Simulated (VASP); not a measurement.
# SrB (Fm-3m) in VASP: a series of runs

The runs below take SrB through single point, relaxation of cell and atoms, with PBE.

All numbers are computed with VASP 6.6.1; they aren't measurements. Logs are shortened: lines on timing, memory, paths and dates and some standing lists are left out, and cuts for length are marked.

**1. The cell of the first run**

The structure is cubic, space group Fm-3m (No. 225). The conventional cell has a = 5.299 Å, b = 5.299 Å, c = 5.299 Å, α = 90.00°, β = 90.00°, γ = 90.00°. Sr (site symmetry m-3m) has 6 B at 2.65 Å within 3.5 Å. Within 3.5 Å of B (site symmetry m-3m) lie 6 Sr at 2.65 Å.

**2. Single point, PBE**

INCAR reads:

```
ALGO = Normal
EDIFF = 1E-6
ENCUT = 520
GGA = PE
ISIF = 2
ISMEAR = 0
LASPH = T
LCHARG = F
LREAL = F
LWAVE = F
NBANDS = 14
NELM = 60
PREC = Accurate
SIGMA = 0.1
```

KPOINTS reads:

```
k-points
0
Gamma
  6 6 6
```

POSCAR reads:

```
SrB
1.0
    0.0000000000      2.6497424100      2.6497424100
    2.6497424100      0.0000000000      2.6497424100
    2.6497424100      2.6497424100      0.0000000000
Sr B
1 1
Direct
    0.0000000000      0.0000000000      0.0000000000
    0.5000000000      0.5000000000      0.5000000000
```

Potentials or basis: VASP PAW PBE potentials, release 64 (Sr_sv, B).

Run with:

```sh
$ cat potpaw_PBE.64/Sr_sv/POTCAR potpaw_PBE.64/B/POTCAR > POTCAR
$ mpirun -np 1 vasp_std > vasp.out
```

OUTCAR:

```text
EDIFF = 1E-6
   ENCUT = 520
   GGA = PE
   ISIF = 2
   ISMEAR = 0
   LASPH = T
   LREAL = F
   NELM = 60
   PREC = Accurate

 ion  position               nearest neighbor table
   1  0.000  0.000  0.000-   2 2.65   2 2.65   2 2.65   2 2.65   2 2.65   2 2.65
   2  0.500  0.500  0.500-   1 2.65   1 2.65   1 2.65   1 2.65   1 2.65   1 2.65

  LATTYP: Found a face centered cubic cell.
 ALAT       =     5.2994848200

  Lattice vectors:

 A1 = (   0.0000000000,   2.6497424100,   2.6497424100)
 A2 = (   2.6497424100,   0.0000000000,   2.6497424100)
 A3 = (   2.6497424100,   2.6497424100,   0.0000000000)

Analysis of symmetry for initial positions (statically):
=====================================================================
 Subroutine PRICEL returns:
 Original cell was already a primitive cell.

 Routine SETGRP: Setting up the symmetry group for a
 face centered cubic supercell.

 Subroutine GETGRP returns: Found 48 space group operations
 (whereof 48 operations were pure point group operations)
 out of a pool of 48 trial point group operations.

The static configuration has the point symmetry O_h .

Analysis of symmetry for dynamics (positions and initial velocities):
=====================================================================
 Subroutine PRICEL returns:
 Original cell was already a primitive cell.

 Routine SETGRP: Setting up the symmetry group for a
 face centered cubic supercell.

 Subroutine GETGRP returns: Found 48 space group operations
 (whereof 48 operations were pure point group operations)
 out of a pool of 48 trial point group operations.

The dynamic configuration has the point symmetry O_h .

 Subroutine INISYM returns: Found 48 space group operations
 (whereof 48 operations are pure point group operations),
 and found     1 'primitive' translations

----------------------------------------------------------------------------------------

                                     Primitive cell

  volume of cell :      37.2084

  direct lattice vectors                    reciprocal lattice vectors
     0.000000000  2.649742410  2.649742410    -0.188697587  0.188697587  0.188697587
     2.649742410  0.000000000  2.649742410     0.188697587 -0.188697587  0.188697587
     2.649742410  2.649742410  0.000000000     0.188697587  0.188697587 -0.188697587

  length of vectors
     3.747301653  3.747301653  3.747301653     0.326833809  0.326833809  0.326833809

  position of ions in fractional coordinates (direct lattice)
     0.000000000  0.000000000  0.000000000
     0.500000000  0.500000000  0.500000000

  ion indices of the primitive-cell ions
   primitive index   ion index
                 1           1
                 2           2

----------------------------------------------------------------------------------------

 KPOINTS: k-points

Automatic generation of k-mesh.
 Grid dimensions read from file:
 generate k-points for:    6    6    6

 Generating k-lattice:

  Cartesian coordinates                     Fractional coordinates (reciprocal lattice)
    -0.031449598  0.031449598  0.031449598     0.166666667  0.000000000  0.000000000
     0.031449598 -0.031449598  0.031449598     0.000000000  0.166666667  0.000000000
     0.031449598  0.031449598 -0.031449598     0.000000000  0.000000000  0.166666667

  Length of vectors
     0.054472301  0.054472301  0.054472301

  Shift w.r.t. Gamma in fractional coordinates (k-lattice)
     0.000000000  0.000000000  0.000000000

 Subroutine IBZKPT returns following result:
 ===========================================

 Found     16 irreducible k-points:

 Following reciprocal coordinates:
            Coordinates               Weight
  0.000000  0.000000  0.000000      1.000000
  0.166667  0.000000  0.000000      8.000000
  0.333333  0.000000  0.000000      8.000000
  0.500000  0.000000  0.000000      4.000000
  0.166667  0.166667  0.000000      6.000000
  0.333333  0.166667  0.000000     24.000000
[... 8 lines left out ...]
 -0.333333  0.333333  0.166667     24.000000
 -0.333333  0.500000  0.166667     12.000000
   k-points           NKPTS =     16   k-points in BZ     NKDIM =     16   number of bands    NBANDS=     14
   number of dos      NEDOS =    301   number of ions     NIONS =      2
   total plane-waves  NPLWV =  21952
   dimension x,y,z NGX =    28 NGY =   28 NGZ =   28
   dimension x,y,z NGXF=    56 NGYF=   56 NGZF=   56
   ions per type =               1   1
   NGX,Y,Z   is equivalent  to a cutoff of  12.42, 12.42, 12.42 a.u.
   NGXF,Y,Z  is equivalent  to a cutoff of  24.84, 24.84, 24.84 a.u.
 SYSTEM =  unknown system
   PREC   = accura    normal or accurate (medium, high low for compatibility)
   ISTART =      0    job   : 0-new  1-cont  2-samecut
   ICHARG =      2    charge: 1-file 2-atom 10-const
   ISPIN  =      1    spin polarized calculation?
   LNONCOLLINEAR =      F non collinear calculations
   LSORBIT =      F    spin-orbit coupling
   LASPH  =      T    aspherical Exc in radial PAW
   ENCUT  =  520.0 eV  38.22 Ry    6.18 a.u.   6.97  6.97  6.97*2*pi/ulx,y,z
   NELM   =     60;   NELMIN=  2; NELMDL= -5     # of ELM steps
   EDIFF  = 0.1E-05   stopping-criterion for ELM
   LREAL  =      F    real-space projection
   EDIFFG = 0.1E-04   stopping-criterion for IOM
   NSW    =      0    number of steps for IOM
   IBRION =     -1    ionic relax: 0-MD 1-quasi-New 2-CG
   NFREE  =      0    steps in history (QN), initial steepest desc. (CG)
   ISIF   =      2    stress and relaxation
   ISYM   =      2    0-nonsym 1-usesym 2-fastsym
   POTIM  = 0.5000    time-step for ionic-motion
   TEBEG  =    0.0;   TEEND  =   0.0 temperature during run
   PSTRESS=    0.0 pullay stress
   NELECT =      13.0000    total number of electrons
   NUPDOWN=      -1.0000    fix difference up-down
   EMIN   =  10.00;   EMAX   =-10.00  energy-range for DOS
   EFERMI =   0.00;   METHOD = LEGACY
   ISMEAR =     0;   SIGMA  =   0.10  broadening in eV -4-tet -1-fermi 0-gaus
   EFERMI_NEDOS =   21; number of points for ismear=-14 and -15
   IALGO  =     38    algorithm
   IMIX   =      4    mixing-type and parameters
     AMIX     =   0.40;   BMIX     =  1.00
     AMIX_MAG =   1.60;   BMIX_MAG =  1.00
  volume/ion in A,a.u.               =      18.60       125.55
  Fermi-wavevector in a.u.,A,eV,Ry     =   1.153034  2.178919 18.088789  1.329489
  Thomas-Fermi vector in A             =   2.289681
   LORBIT       =      0    0 simple, 1 ext, 2 COOP (PROOUT), +10 PAW based schemes
   GGA     = PE    functional components
   LHFCALC =     F    Hartree Fock is set to
   AEXX    =    0.0000 exact exchange contribution
   IVDW    =     0    specifies the selected vdW correction
   LEPSILON=     F    determine dielectric tensor
   LRPA    =     F    only Hartree local field effects (RPA)
 non-spin polarized calculation
 Gauss-broadening in eV      SIGMA  =   0.10
  energy-cutoff  :      520.00
  volume of cell :       37.21
 maximum number of plane-waves:      1018
   NGX = 13   NGY = 13   NGZ = 13

 number of electron      13.0000000 magnetization

 Free energy of the ion-electron system (eV)
  ---------------------------------------------------
  ext. energy  EPLUGINS =         0.00000000
  ---------------------------------------------------
  free energy    TOTEN  =        -5.02465974 eV

  energy without entropy =       -4.99421641  energy(sigma->0) =       -5.00943808

 E-fermi :   3.3709     XC(G=0): -10.0176

 val. band max:        3.3673132102   @ k =  -0.3333   0.1667   0.0000
 cond. band min:       3.3774973376   @ k =   0.5000   0.5000   0.0000
 fundamental gap:      0.0101841273
 Fermi energy:         3.3708817135

 k-point     1 :       0.0000    0.0000    0.0000
  band No.  band energies     occupation
      1     -30.4342      2.00000
      2     -12.2661      2.00000
      3     -12.2661      2.00000
      4     -12.2661      2.00000
      5      -3.8843      2.00000
      6       5.6449      0.00000
      7       5.6449      0.00000
      8       5.6449      0.00000
      9       7.1791      0.00000
     10       7.1791      0.00000
     11       7.1791      0.00000
     12       9.0358      0.00000
     13       9.0358      0.00000
     14      11.5716      0.00000

 k-point     2 :       0.1667    0.0000    0.0000
  band No.  band energies     occupation
      1     -30.4097      2.00000
      2     -12.5485      2.00000
      3     -12.2861      2.00000
      4     -12.2861      2.00000
      5      -3.2891      2.00000
      6       4.0779      0.00000
      7       4.5644      0.00000
      8       4.5644      0.00000
      9       7.6944      0.00000
     10       7.8749      0.00000
     11       7.8749      0.00000
     12      10.6404      0.00000
     13      10.6404      0.00000
     14      12.3627      0.00000

 k-point     3 :       0.3333    0.0000    0.0000
  band No.  band energies     occupation
      1     -30.3601      2.00000
      2     -13.0502      2.00000
      3     -12.3253      2.00000
      4     -12.3253      2.00000
      5      -1.9203      2.00000
      6       1.9717      2.00000
      7       3.3901      0.78584
      8       3.3901      0.78584
      9       8.5621      0.00000
     10       9.4860      0.00000
     11       9.4860      0.00000
     12      12.6676      0.00000
     13      13.4491      0.00000
     14      13.4491      0.00000

 k-point     4 :       0.5000    0.0000    0.0000
  band No.  band energies     occupation
      1     -30.3350      2.00000
      2     -13.2772      2.00000
      3     -12.3446      2.00000
      4     -12.3446      2.00000
      5      -0.7720      2.00000
      6       0.6319      2.00000
      7       2.9656      2.00000
      8       2.9656      2.00000
      9      10.1249      0.00000
     10      10.8037      0.00000
     11      10.8606      0.00000
     12      10.8606      0.00000
     13      15.1261      0.00000
     14      15.1261      0.00000

 k-point     5 :       0.1667    0.1667    0.0000
  band No.  band energies     occupation
      1     -30.4015      2.00000
      2     -12.5263      2.00000
      3     -12.3482      2.00000
      4     -12.3482      2.00000
      5      -3.1578      2.00000
      6       3.3611      1.10970
      7       4.9938      0.00000
      8       4.9938      0.00000
      9       6.1073      0.00000
     10       9.0018      0.00000
     11       9.0018      0.00000
[... 140 lines left out ...]
 k-point    14 :       0.5000    0.3333    0.1667
  band No.  band energies     occupation
      1     -30.3271      2.00000
      2     -12.9951      2.00000
      3     -12.6335      2.00000
      4     -12.4443      2.00000
      5      -1.8583      2.00000
      6       2.0920      2.00000
      7       3.5691      0.00506
      8       3.6007      0.00115
      9       7.2783      0.00000
     10      10.9053      0.00000
     11      11.1986      0.00000
     12      11.5916      0.00000
     13      13.2687      0.00000
     14      15.5599      0.00000

 k-point    15 :      -0.3333    0.3333    0.1667
  band No.  band energies     occupation
      1     -30.3104      2.00000
      2     -13.0170      2.00000
      3     -12.7364      2.00000
      4     -12.5031      2.00000
      5      -1.6620      2.00000
      6       2.0997      2.00000
      7       3.2788      1.80699
      8       3.4862      0.10288
      9       8.7421      0.00000
     10       8.8688      0.00000
     11      11.7999      0.00000
     12      13.0772      0.00000
     13      13.4578      0.00000
     14      15.2492      0.00000

 k-point    16 :      -0.3333    0.5000    0.1667
  band No.  band energies     occupation
      1     -30.3022      2.00000
      2     -12.9875      2.00000
      3     -12.7256      2.00000
      4     -12.6178      2.00000
      5      -2.1091      2.00000
      6       3.2997      1.68560
      7       3.4162      0.52190
      8       3.4734      0.14700
      9       7.0420      0.00000
     10      10.2668      0.00000
     11      11.9349      0.00000
     12      12.3027      0.00000
     13      13.5334      0.00000
     14      15.4870      0.00000

------------------------ aborting loop because EDIFF is reached ----------------------------------------

  FORCE on cell =-STRESS in cart. coord.  units (eV):
  Direction    XX          YY          ZZ          XY          YZ          ZX
  --------------------------------------------------------------------------------------
  -------------------------------------------------------------------------------------
  Total        5.4592958      5.4592958      5.4592958      0.0000000      0.0000000      0.0000000
  in kB      235.0748888    235.0748888    235.0748888      0.0000000      0.0000000      0.0000000
  external PRESSURE =     235.0748888 kB  Pullay stress =       0.0000000 kB

 VOLUME and BASIS-vectors are now :
 -----------------------------------------------------------------------------
  energy-cutoff  :      520.00
  volume of cell :       37.21
      direct lattice vectors                 reciprocal lattice vectors
     0.000000000  2.649742410  2.649742410    -0.188697587  0.188697587  0.188697587
     2.649742410  0.000000000  2.649742410     0.188697587 -0.188697587  0.188697587
     2.649742410  2.649742410  0.000000000     0.188697587  0.188697587 -0.188697587

 POSITION                                       TOTAL-FORCE (eV/Angst)
 -----------------------------------------------------------------------------------
      0.00000      0.00000      0.00000         0.000000     -0.000000      0.000000
      2.64974      2.64974      2.64974        -0.000000      0.000000     -0.000000
 -----------------------------------------------------------------------------------
    total drift:                               -0.000000      0.000000      0.000000

  FREE ENERGIE OF THE ION-ELECTRON SYSTEM (eV)
  ---------------------------------------------------
  free  energy   TOTEN  =        -5.0246597422 eV

  energy  without entropy=       -4.9942164097  energy(sigma->0) =       -5.00943808
```

Wall time 6 s (1 thread of AMD EPYC 9R45 (Zen 5), shared host); peak memory 0.13 GiB.

Results:

- Free energy: -5.0247 eV
- Pressure: 23.5 GPa

Levels at points of the mesh, in eV from the Fermi level:
| k point | band 3 | band 4 | band 5 | band 6 | band 7 | band 8 | band 9 | band 10 |
| --- | --- | --- | --- | --- | --- | --- | --- | --- |
| (0.00, 0.00, 0.00) | -15.64 | -15.64 | -7.26 | 2.27 | 2.27 | 2.27 | 3.81 | 3.81 |
| (0.50, 0.00, 0.00) | -15.72 | -15.72 | -4.14 | -2.74 | -0.41 | -0.41 | 6.75 | 7.43 |
| (0.50, 0.50, 0.00) | -15.96 | -15.96 | -5.98 | 0.01 | 0.91 | 1.62 | 1.62 | 7.44 |

**3. Single point, PBE**

This run uses another cell than the first one, of 26.45 Å³/atom, 1.422 times its volume.

INCAR reads:

```
ALGO = Normal ; EDIFF = 1E-6
ENCUT = 520 ; GGA = PE
ISIF = 2 ; ISMEAR = 0
LASPH = True ; LCHARG = False
LREAL = False ; LWAVE = False
NBANDS = 14 ; NELM = 60
PREC = Accurate ; SIGMA = 0.1
```

KPOINTS is that of step 2.

POSCAR reads:

```
SrB
1.0
    0.0000000000      2.9793845923      2.9793845923
    2.9793845923      0.0000000000      2.9793845923
    2.9793845923      2.9793845923      0.0000000000
Sr B
1 1
Direct
    0.0000000000      0.0000000000      0.0000000000
    0.5000000000      0.5000000000      0.5000000000
```

Potentials or basis: VASP PAW PBE potentials, release 64 (Sr_sv, B).

Run with:

```sh
$ cat potpaw_PBE.64/Sr_sv/POTCAR potpaw_PBE.64/B/POTCAR > POTCAR
$ mpirun -np 1 vasp_std > vasp.out
```

OUTCAR:

```text
EDIFF = 1E-6
   ENCUT = 520
   GGA = PE
   ISIF = 2
   ISMEAR = 0
   LASPH = True
   LREAL = False
   NELM = 60
   PREC = Accurate

 ion  position               nearest neighbor table
   1  0.000  0.000  0.000-   2 2.98   2 2.98   2 2.98   2 2.98   2 2.98   2 2.98
   2  0.500  0.500  0.500-   1 2.98   1 2.98   1 2.98   1 2.98   1 2.98   1 2.98

  LATTYP: Found a face centered cubic cell.
 ALAT       =     5.9587691846

  Lattice vectors:

 A1 = (   0.0000000000,   2.9793845923,   2.9793845923)
[... 447 lines left out ...]
------------------------ aborting loop because EDIFF is reached ----------------------------------------

  FORCE on cell =-STRESS in cart. coord.  units (eV):
  Direction    XX          YY          ZZ          XY          YZ          ZX
  --------------------------------------------------------------------------------------
  -------------------------------------------------------------------------------------
  Total        0.0486081      0.0486081      0.0486081      0.0000000     -0.0000000      0.0000000
  in kB        1.4723437      1.4723437      1.4723437      0.0000000     -0.0000000      0.0000000
  external PRESSURE =       1.4723437 kB  Pullay stress =       0.0000000 kB

 VOLUME and BASIS-vectors are now :
 -----------------------------------------------------------------------------
  energy-cutoff  :      520.00
  volume of cell :       52.89
      direct lattice vectors                 reciprocal lattice vectors
     0.000000000  2.979384592  2.979384592    -0.167819892  0.167819892  0.167819892
     2.979384592  0.000000000  2.979384592     0.167819892 -0.167819892  0.167819892
     2.979384592  2.979384592  0.000000000     0.167819892  0.167819892 -0.167819892

 POSITION                                       TOTAL-FORCE (eV/Angst)
 -----------------------------------------------------------------------------------
      0.00000      0.00000      0.00000         0.000000     -0.000000     -0.000000
      2.97938      2.97938      2.97938        -0.000000      0.000000      0.000000
 -----------------------------------------------------------------------------------
    total drift:                                0.000000     -0.000000     -0.000000

  FREE ENERGIE OF THE ION-ELECTRON SYSTEM (eV)
  ---------------------------------------------------
  free  energy   TOTEN  =        -5.9276594583 eV

  energy  without entropy=       -5.8954700630  energy(sigma->0) =       -5.91156476
```

OSZICAR:

```text
N       E                     dE             d eps       ncg     rms          rms(c)
DAV:   1     0.431728891161E+02    0.43173E+02   -0.58247E+03   448   0.786E+02
DAV:   2    -0.396690961183E+01   -0.47140E+02   -0.45609E+02   592   0.168E+02
DAV:   3    -0.597551201061E+01   -0.20086E+01   -0.19846E+01   690   0.264E+01
DAV:   4    -0.604044646322E+01   -0.64934E-01   -0.64876E-01   562   0.439E+00
DAV:   5    -0.604197305827E+01   -0.15266E-02   -0.15264E-02   644   0.462E-01    0.170E+01
DAV:   6    -0.593042435850E+01    0.11155E+00   -0.14323E-01   538   0.207E+00    0.108E+01
DAV:   7    -0.593157538120E+01   -0.11510E-02   -0.11825E-01   566   0.220E+00    0.119E+00
DAV:   8    -0.592750274770E+01    0.40726E-02   -0.17691E-02   514   0.603E-01    0.283E-01
DAV:   9    -0.592763730416E+01   -0.13456E-03   -0.71557E-04   550   0.170E-01    0.112E-01
DAV:  10    -0.592765700752E+01   -0.19703E-04   -0.29153E-05   544   0.325E-02    0.318E-02
DAV:  11    -0.592765938979E+01   -0.23823E-05   -0.30126E-06   568   0.123E-02    0.940E-03
DAV:  12    -0.592765945832E+01   -0.68528E-07   -0.10887E-06   498   0.499E-03
   1 F= -.59276595E+01 E0= -.59115648E+01  d E =-.321894E-01
```

stdout:

```text
POSCAR found type information on POSCAR SrB
 POSCAR found :  2 types and       2 ions
 scaLAPACK will be used
 LDA part: xc-table for (Slater+PW92), standard interpolation
 POSCAR, INCAR and KPOINTS ok, starting setup
 FFT: planning ... GRIDC
 FFT: planning ... GRID_SOFT
 FFT: planning ... GRID
 WAVECAR not read
 entering main loop
```

Run time: 7.8 s. Hardware: 1 thread of AMD EPYC 9R45 (Zen 5), shared host; peak memory 0.14 GiB.

Results:

```yaml
Free_energy: -5.9277 eV
Pressure: 0.1 GPa
```

Levels at points of the mesh, in eV from the Fermi level:
| k point | band 4 | band 5 | band 6 | band 7 | band 8 | band 9 |
| --- | --- | --- | --- | --- | --- | --- |
| (0.00, 0.00, 0.00) | -16.63 | -6.64 | 1.65 | 1.65 | 1.65 | 3.54 |
| (0.50, 0.00, 0.00) | -16.65 | -4.91 | -2.15 | -0.04 | -0.04 | 5.18 |
| (0.50, 0.50, 0.00) | -16.72 | -5.49 | -0.68 | 0.90 | 0.90 | 1.42 |

(Part 1 of 2 ends here.)
